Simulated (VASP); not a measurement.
# Pb (Fm-3m) in VASP: a series of runs

Pb is run at these levels: PBE; tasks: electric field gradients.

Everything below comes from runs of VASP 6.6.1. Logs are shortened: lines on timing, memory, paths and dates and some standing lists are left out, and cuts for length are marked.

## Step 1: The cell of the first run

The structure is cubic, space group Fm-3m (No. 225). The conventional cell has a = 4.906 Å, b = 4.906 Å, c = 4.906 Å, α = 90.00°, β = 90.00°, γ = 90.00°. Within 4.6 Å of Pb (site symmetry m-3m) lie 12 Pb at 3.47 Å.

## Step 2: Electric field gradients, PBE (volume scaled by 0.98)

File INCAR:

```
ALGO     = Normal         # electronic algorithm
EDIFF    = 1E-8           # SCF threshold, eV
ENCUT    = 520            # plane-wave cutoff, eV
GGA      = PE             # functional
ISIF     = 2              # what is computed and relaxed
ISMEAR   = -1             # smearing method
LASPH    = T              # aspherical terms in the spheres
LCHARG   = F              # write CHGCAR
LEFG     = T            
LREAL    = F              # projectors in reciprocal space
LWAVE    = F              # write WAVECAR
NBANDS   = 13             # bands
NELM     = 100            # most SCF steps
PREC     = Accurate       # precision mode
SIGMA    = 0.08           # smearing width, eV
```

File KPOINTS:

```
k-points
0
Gamma
  13 13 13
```

File POSCAR:

```
Pb
1.0
    0.0000000000      2.4532236616      2.4532236616
    2.4532236616      0.0000000000      2.4532236616
    2.4532236616      2.4532236616      0.0000000000
Pb
1
Direct
    0.0000000000      0.0000000000      0.0000000000
```

Potentials or basis: VASP PAW PBE potentials, release 64 (Pb_d).

Run with:

```console
cat potpaw_PBE.64/Pb_d/POTCAR > POTCAR
mpirun -np 1 vasp_std > vasp.out
```

OUTCAR:

```text
EDIFF = 1E-8
   ENCUT = 520
   GGA = PE
   ISIF = 2
   ISMEAR = -1
   LASPH = T
   LREAL = F
   NELM = 100
   PREC = Accurate

 ion  position               nearest neighbor table
   1  0.000  0.000  0.000-

  LATTYP: Found a face centered cubic cell.
 ALAT       =     4.9064473232

  Lattice vectors:

 A1 = (   0.0000000000,   2.4532236616,   2.4532236616)
 A2 = (   2.4532236616,   0.0000000000,   2.4532236616)
 A3 = (   2.4532236616,   2.4532236616,   0.0000000000)

Analysis of symmetry for initial positions (statically):
=====================================================================
 Subroutine PRICEL returns:
 Original cell was already a primitive cell.

 Routine SETGRP: Setting up the symmetry group for a
 face centered cubic supercell.

 Subroutine GETGRP returns: Found 48 space group operations
[... 9 lines left out ...]

 Routine SETGRP: Setting up the symmetry group for a
 face centered cubic supercell.

 Subroutine GETGRP returns: Found 48 space group operations
[... 11 lines left out ...]
                                     Primitive cell

  volume of cell :      29.5285

  direct lattice vectors                    reciprocal lattice vectors
     0.000000000  2.453223662  2.453223662    -0.203813459  0.203813459  0.203813459
     2.453223662  0.000000000  2.453223662     0.203813459 -0.203813459  0.203813459
     2.453223662  2.453223662  0.000000000     0.203813459  0.203813459 -0.203813459

  length of vectors
     3.469382174  3.469382174  3.469382174     0.353015266  0.353015266  0.353015266

  position of ions in fractional coordinates (direct lattice)
     0.000000000  0.000000000  0.000000000

  ion indices of the primitive-cell ions
   primitive index   ion index
                 1           1

----------------------------------------------------------------------------------------

 KPOINTS: k-points

Automatic generation of k-mesh.
 Grid dimensions read from file:
 generate k-points for:   13   13   13

 Generating k-lattice:

  Cartesian coordinates                     Fractional coordinates (reciprocal lattice)
    -0.015677958  0.015677958  0.015677958     0.076923077  0.000000000  0.000000000
     0.015677958 -0.015677958  0.015677958     0.000000000  0.076923077  0.000000000
     0.015677958  0.015677958 -0.015677958     0.000000000  0.000000000  0.076923077

  Length of vectors
     0.027155020  0.027155020  0.027155020

  Shift w.r.t. Gamma in fractional coordinates (k-lattice)
     0.000000000  0.000000000  0.000000000

 Subroutine IBZKPT returns following result:
 ===========================================

 Found     84 irreducible k-points:

 Following reciprocal coordinates:
            Coordinates               Weight
  0.000000  0.000000  0.000000      1.000000
  0.076923  0.000000  0.000000      8.000000
  0.153846  0.000000  0.000000      8.000000
  0.230769  0.000000  0.000000      8.000000
  0.307692  0.000000  0.000000      8.000000
  0.384615  0.000000  0.000000      8.000000
[... 16 lines left out ...]
  0.384615  0.153846  0.000000     24.000000
  0.461538  0.153846  0.000000     24.000000
 [... further k-points ...]
   k-points           NKPTS =     84   k-points in BZ     NKDIM =     84   number of bands    NBANDS=     13
   number of dos      NEDOS =    301   number of ions     NIONS =      1
   total plane-waves  NPLWV =  21952
   dimension x,y,z NGX =    28 NGY =   28 NGZ =   28
   dimension x,y,z NGXF=    56 NGYF=   56 NGZF=   56
   ions per type =               1
   NGX,Y,Z   is equivalent  to a cutoff of  13.42, 13.42, 13.42 a.u.
   NGXF,Y,Z  is equivalent  to a cutoff of  26.83, 26.83, 26.83 a.u.
 SYSTEM =  unknown system
   PREC   = accura    normal or accurate (medium, high low for compatibility)
   ISTART =      0    job   : 0-new  1-cont  2-samecut
   ICHARG =      2    charge: 1-file 2-atom 10-const
   ISPIN  =      1    spin polarized calculation?
   LNONCOLLINEAR =      F non collinear calculations
   LSORBIT =      F    spin-orbit coupling
   LASPH  =      T    aspherical Exc in radial PAW
   ENCUT  =  520.0 eV  38.22 Ry    6.18 a.u.   6.45  6.45  6.45*2*pi/ulx,y,z
   NELM   =    100;   NELMIN=  2; NELMDL= -5     # of ELM steps
   EDIFF  = 0.1E-07   stopping-criterion for ELM
   LREAL  =      F    real-space projection
   EDIFFG = 0.1E-06   stopping-criterion for IOM
   NSW    =      0    number of steps for IOM
   IBRION =     -1    ionic relax: 0-MD 1-quasi-New 2-CG
   NFREE  =      0    steps in history (QN), initial steepest desc. (CG)
   ISIF   =      2    stress and relaxation
   ISYM   =      2    0-nonsym 1-usesym 2-fastsym
   POTIM  = 0.5000    time-step for ionic-motion
   TEBEG  =    0.0;   TEEND  =   0.0 temperature during run
   PSTRESS=    0.0 pullay stress
   NELECT =      14.0000    total number of electrons
   NUPDOWN=      -1.0000    fix difference up-down
   EMIN   =  10.00;   EMAX   =-10.00  energy-range for DOS
   EFERMI =   0.00;   METHOD = LEGACY
   ISMEAR =    -1;   SIGMA  =   0.08  broadening in eV -4-tet -1-fermi 0-gaus
   EFERMI_NEDOS =   21; number of points for ismear=-14 and -15
   IALGO  =     38    algorithm
   IMIX   =      4    mixing-type and parameters
     AMIX     =   0.40;   BMIX     =  1.00
     AMIX_MAG =   1.60;   BMIX_MAG =  1.00
  volume/ion in A,a.u.               =      29.53       199.27
  Fermi-wavevector in a.u.,A,eV,Ry     =   1.276548  2.412325 22.171699  1.629574
  Thomas-Fermi vector in A             =   2.409198
   LORBIT       =      0    0 simple, 1 ext, 2 COOP (PROOUT), +10 PAW based schemes
   GGA     = PE    functional components
   LHFCALC =     F    Hartree Fock is set to
   AEXX    =    0.0000 exact exchange contribution
   IVDW    =     0    specifies the selected vdW correction
   LEPSILON=     F    determine dielectric tensor
   LRPA    =     F    only Hartree local field effects (RPA)
 non-spin polarized calculation
  energy-cutoff  :      520.00
  volume of cell :       29.53
 maximum number of plane-waves:       821
 NGX is ok and might be reduce to    28
   NGX = 13   NGY = 13   NGZ = 13

 number of electron      13.9999999 magnetization

 Free energy of the ion-electron system (eV)
  ---------------------------------------------------
  ext. energy  EPLUGINS =         0.00000000
  ---------------------------------------------------
  free energy    TOTEN  =        -3.54025019 eV

  energy without entropy =       -3.52879897  energy(sigma->0) =       -3.53452458

 E-fermi :   7.6718     XC(G=0): -10.3128

 val. band max:        7.6633265527   @ k =  -0.2308   0.1538   0.0000
 cond. band min:       7.7459422034   @ k =  -0.3846   0.4615   0.0769
 fundamental gap:      0.0826156507
 Fermi energy:         7.6717629403

 k-point     1 :       0.0000    0.0000    0.0000
  band No.  band energies     occupation
      1      -9.5095      2.00000
      2      -9.5095      2.00000
      3      -9.5095      2.00000
      4      -9.3580      2.00000
      5      -9.3580      2.00000
      6      -4.3539      2.00000
      7      15.2136      0.00000
      8      15.2136      0.00000
      9      15.2136      0.00000
     10      17.3618      0.00000
     11      19.2649      0.00000
     12      20.2664      0.00000
     13      20.2664      0.00000

 k-point     2 :       0.0769    0.0000    0.0000
  band No.  band energies     occupation
      1      -9.5098      2.00000
      2      -9.5002      2.00000
      3      -9.5002      2.00000
      4      -9.3586      2.00000
      5      -9.3586      2.00000
      6      -4.2368      2.00000
      7      13.8309      0.00000
      8      15.0667      0.00000
      9      15.0667      0.00000
     10      17.1354      0.00000
     11      19.8177      0.00000
     12      20.5271      0.00000
     13      20.5271      0.00000

 k-point     3 :       0.1538    0.0000    0.0000
  band No.  band energies     occupation
      1      -9.5120      2.00000
      2      -9.4805      2.00000
      3      -9.4805      2.00000
      4      -9.3544      2.00000
      5      -9.3544      2.00000
      6      -3.8846      2.00000
      7      11.4080      0.00000
      8      14.7019      0.00000
      9      14.7019      0.00000
     10      16.8775      0.00000
     11      20.4328      0.00000
     12      20.9621      0.00000
     13      21.0199      0.00000
[... 305 lines left out ...]
 k-point    23 :       0.3846    0.1538    0.0000
  band No.  band energies     occupation
      1      -9.5541      2.00000
      2      -9.4665      2.00000
      3      -9.4191      2.00000
      4      -9.3284      2.00000
      5      -9.2313      2.00000
      6      -1.7982      2.00000
      7       6.3413      2.00000
      8      11.5997      0.00000
      9      12.0047      0.00000
     10      15.4455      0.00000
     11      19.3129      0.00000
     12      21.1048      0.00000
     13      21.5317      0.00000

 k-point    24 :       0.4615    0.1538    0.0000
  band No.  band energies     occupation
      1      -9.5476      2.00000
      2      -9.4735      2.00000
      3      -9.4315      2.00000
      4      -9.2967      2.00000
      5      -9.2100      2.00000
      6      -0.8738      2.00000
      7       4.6527      2.00000
      8      10.9224      0.00000
      9      12.0393      0.00000
     10      15.3298      0.00000
     11      20.0301      0.00000
     12      20.9088      0.00000
     13      21.5065      0.00000

 [... further k-points ...]
[... 5 lines left out ...]
  --------------------------------------------------------------------------------------
  -------------------------------------------------------------------------------------
  Total        0.6980219      0.6980219      0.6980219     -0.0000000      0.0000000     -0.0000000
  in kB       37.8737432     37.8737432     37.8737432     -0.0000000      0.0000000     -0.0000000
  external PRESSURE =      37.8737432 kB  Pullay stress =       0.0000000 kB

 VOLUME and BASIS-vectors are now :
 -----------------------------------------------------------------------------
  energy-cutoff  :      520.00
  volume of cell :       29.53
      direct lattice vectors                 reciprocal lattice vectors
     0.000000000  2.453223662  2.453223662    -0.203813459  0.203813459  0.203813459
     2.453223662  0.000000000  2.453223662     0.203813459 -0.203813459  0.203813459
     2.453223662  2.453223662  0.000000000     0.203813459  0.203813459 -0.203813459

 POSITION                                       TOTAL-FORCE (eV/Angst)
 -----------------------------------------------------------------------------------
      0.00000      0.00000      0.00000        -0.000000      0.000000     -0.000000
 -----------------------------------------------------------------------------------
    total drift:                               -0.000000     -0.000000     -0.000000

  FREE ENERGIE OF THE ION-ELECTRON SYSTEM (eV)
  ---------------------------------------------------
  free  energy   TOTEN  =        -3.5402501933 eV

  energy  without entropy=       -3.5287989716  energy(sigma->0) =       -3.53452458

 Electric field gradients (V/A^2)
---------------------------------------------------------------------
 ion       V_xx      V_yy      V_zz      V_xy      V_xz      V_yz
---------------------------------------------------------------------
   1      -0.000    -0.000    -0.000     0.001     0.001     0.001
---------------------------------------------------------------------

 Electric field gradients after diagonalization (V/A^2)
 (convention: |V_zz| > |V_xx| > |V_yy|)
----------------------------------------------------------------------
 ion       V_xx      V_yy      V_zz     asymmetry (V_yy - V_xx)/ V_zz
----------------------------------------------------------------------
   1      -0.001    -0.001     0.002       0.000
----------------------------------------------------------------------

           NMR quadrupolar parameters

 Cq : quadrupolar parameter    Cq=e*Q*V_zz/h
 eta: asymmetry parameters     (V_yy - V_xx)/ V_zz
 Q  : nuclear electric quadrupole moment in mb (millibarn)
----------------------------------------------------------------------
 ion       Cq(MHz)       eta       Q (mb)
----------------------------------------------------------------------
   1       0.000       0.000       1.000
----------------------------------------------------------------------
```

It took 61 s on 1 thread of Intel Xeon 6975P-C, shared host; peak memory 0.17 GiB.

What came out:

```yaml
Free_energy: -3.5403 eV
Pressure: 3.8 GPa
Band_gap_on_the_k_mesh: zero (band 7 reaches 15.21 eV, above the bottom of band 8 at 5.86 eV)
```

Levels at points of the mesh, in eV from the Fermi level:
```tsv
k point	band 3	band 4	band 5	band 6	band 7	band 8	band 9	band 10	band 11	band 12
(0.00, 0.00, 0.00)	-17.18	-17.03	-17.03	-12.03	7.54	7.54	7.54	9.69	11.59	12.59
```

Caveat: without QUAD_EFG the Cq values of the log hold for a quadrupole moment of 1 mb, not for the nuclei; spin-orbit coupling is left out, which moves the levels of the heavy elements.

(Continued in part 2 of 3.)
